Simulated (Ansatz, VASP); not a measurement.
# One calculation of W, two programs

```
W
1.0
     0.00000    2.91494    2.91494
     2.91494    0.00000    2.91494
     2.91494    2.91494    0.00000
W
2
Direct
  0.00000 0.00000 0.00000
  0.25000 0.25000 0.25000
```

Alike in both runs: functional PBE; k mesh 16 × 16 × 16; occupations gaussian, width 0.1 eV; no spin polarisation.

Ansatz relaxed the structure, and its values are those at the end. VASP's run is a single point on that final structure, the one shown.

|  | VASP | Ansatz |
| --- | --- | --- |
| version | VASP 6.6.1 | Ansatz 0.2.0 |
| potentials or method | VASP PAW PBE potentials, release 64 (W_sv), cutoff 520 eV | scalar-relativistic, plane waves, PAW |
| valence electrons in the cell | 28 | 28 |

Ansatz gave:

| Property | Result |
| --- | --- |
| gap on the k mesh at the Fermi level (eV) | none |
| pressure (GPa) | 0.0 |

Q: Which values does VASP return?

A: gap on the k mesh at the Fermi level (eV): none; pressure (GPa): 0.5.

A gap of «none» marks a metal or a gap that the smearing closes.

Neither program's run includes spin-orbit coupling.
